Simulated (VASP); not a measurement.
Here is a VASP 6.6.1 calculation.

The input INCAR:

```
SYSTEM = YbB2
ALGO = Normal ; EDIFF = 1E-6
ENCUT = 520 ; GGA = PE
ISIF = 2 ; ISMEAR = 0
LASPH = .True. ; LCHARG = .False.
LREAL = .False. ; LWAVE = .False.
NBANDS = 22 ; NELM = 60
PREC = Accurate ; SIGMA = 0.03
```

Contents of KPOINTS:

```
k-points
0
Gamma
  21 21 16
  0 0 0
```

File POSCAR:

```
YbB2
1.0
    3.2865481115      0.0000000000      0.0000000000
   -1.6432740558      2.8462341553      0.0000000000
    0.0000000000      0.0000000000      3.9353432494
Yb B
1 2
Direct
    0.0000000000      0.0000000000      0.0000000000
    0.3333333333      0.6666666667      0.5000000000
    0.6666666667      0.3333333333      0.5000000000
```

Potentials or basis: VASP PAW PBE potentials, release 64 (Yb, B).

Launch:

```sh
$ cat potpaw_PBE.64/Yb/POTCAR potpaw_PBE.64/B/POTCAR > POTCAR
$ mpirun -np 1 vasp_std > vasp.out
```

(1) Estimate the band gap on the k mesh.

(2) What does it give for the pressure?

## Answers

(1) zero (bands 15 and 16 overlap by 1.17 eV).

(2) -7.1 GPa.

Caveat: the cell stands under tension; spin-orbit coupling is left out, which moves the levels of the heavy elements.
